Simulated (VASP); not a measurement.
Input of a VASP 6.6.1 run:

Contents of INCAR:

```
ALGO = Normal
EDIFF = 1E-6
ENCUT = 520
GGA = PE
ISIF = 2
ISMEAR = -1
LASPH = True
LCHARG = False
LREAL = False
LWAVE = False
NBANDS = 12
NELM = 100
PREC = Accurate
SIGMA = 0.1
```

The input KPOINTS:

```
k-points
0
Gamma
  11 11 11
```

File POSCAR:

```
AlFe
1.0
    2.8606684360      0.0000000000      0.0000000000
    0.0000000000      2.8606684360      0.0000000000
    0.0000000000      0.0000000000      2.8606684360
Al Fe
1 1
Direct
    0.0000000000      0.0000000000      0.0000000000
    0.5000000000      0.5000000000      0.5000000000
```

Potentials or basis: VASP PAW PBE potentials, release 64 (Al, Fe).

Run with:

```bash
$ cat potpaw_PBE.64/Al/POTCAR potpaw_PBE.64/Fe/POTCAR > POTCAR
$ mpirun -np 1 vasp_std > vasp.out
```

(1) Estimate the pressure.

## Answers

(1) 2.0 GPa.
